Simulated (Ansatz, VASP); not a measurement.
**Two plane-wave programs on AlCo**

File POSCAR:

```
AlCo
1.0
    2.8232163931      0.0000000000      0.0000000000
    0.0000000000      2.8232163931      0.0000000000
    0.0000000000      0.0000000000      2.8232163931
Al Co
1 1
Direct
    0.0000000000      0.0000000000      0.0000000000
    0.5000000000      0.5000000000      0.5000000000
```

INCAR.step1

```
SYSTEM = AlCo
ALGO = Normal ; EDIFF = 1E-4
ENCUT = 520 ; GGA = PE
ISMEAR = -1 ; LASPH = .TRUE.
LCHARG = .FALSE. ; LREAL = .FALSE.
LWAVE = .TRUE. ; NBANDS = 13
NELM = 60 ; PREC = Accurate
SIGMA = 0.05
```

The input INCAR.step2:

```
SYSTEM = AlCo
ALGO = Normal ; EDIFF = 1E-6
ENCUT = 520 ; ISIF = 2
ISMEAR = -1 ; ISTART = 1
LASPH = .TRUE. ; LCHARG = .FALSE.
LMIXTAU = .TRUE. ; LREAL = .FALSE.
LWAVE = .FALSE. ; METAGGA = R2SCAN
NBANDS = 13 ; NELM = 60
PREC = Accurate ; SIGMA = 0.05
```

File KPOINTS:

```
k-points
0
G
  14 14 14
  0 0 0
```

Input for Ansatz:

```yaml
crystal:
  lattice:
    - [2.8232163931, 0.0, 0.0]
    - [0.0, 2.8232163931, 0.0]
    - [0.0, 0.0, 2.8232163931]
  atoms:
    - { symbol: Al, position: [0.0, 0.0, 0.0] }
    - { symbol: Co, position: [0.5, 0.5, 0.5] }
kpoints:
  mp_grid: { grid: [14, 14, 14] }
scf:
  occupations: { method: fermi_dirac, width: 0.05 }
hamiltonian:
  xc: r2scan
  pseudopotentials: { kind: paw }
output:
  forces: true
  stress: true
  eigenvalues: true
  eigenstates:
    nscf_kmesh: { grid: [20, 20, 20] }
    de_dk: true
    e_range: [-14, 14]
  optics:
    e_range: [0, 20]
    de: 0.2
    sigma: 0.15
    bands: { spectra_wanted_up_to: 20 }
    nscf_kmesh: { grid: [20, 20, 20] }
    drude_damping: 0.05
checkpoint:
  write: ck
  write_wavefunctions: false
```

Alike in both runs: task single point; functional r2SCAN; k mesh 14 × 14 × 14; occupations fermi-dirac, width 0.05 eV; no spin polarisation.

```csv
,VASP,Ansatz
version,VASP 6.6.1,Ansatz 0.2.0
potentials or method,"VASP PAW PBE potentials, release 64 (Al, Co)","PAW with Ansatz's default frozen-core files, scalar-relativistic"
plane-wave cutoff (eV),520,500
valence electrons in the cell,12,20
```

Ansatz gave:

- pressure (GPa): 0.0

**Question.** Estimate VASP's values.

**Answer.** Pressure (GPa): -0.2.

VASP's potentials were made for PBE, not for r2SCAN. VASP's potentials hold 12 valence electrons a cell and Ansatz's 20, so a difference there can come from the potentials and not from the codes. Ansatz's warnings: optics on partly filled bands.
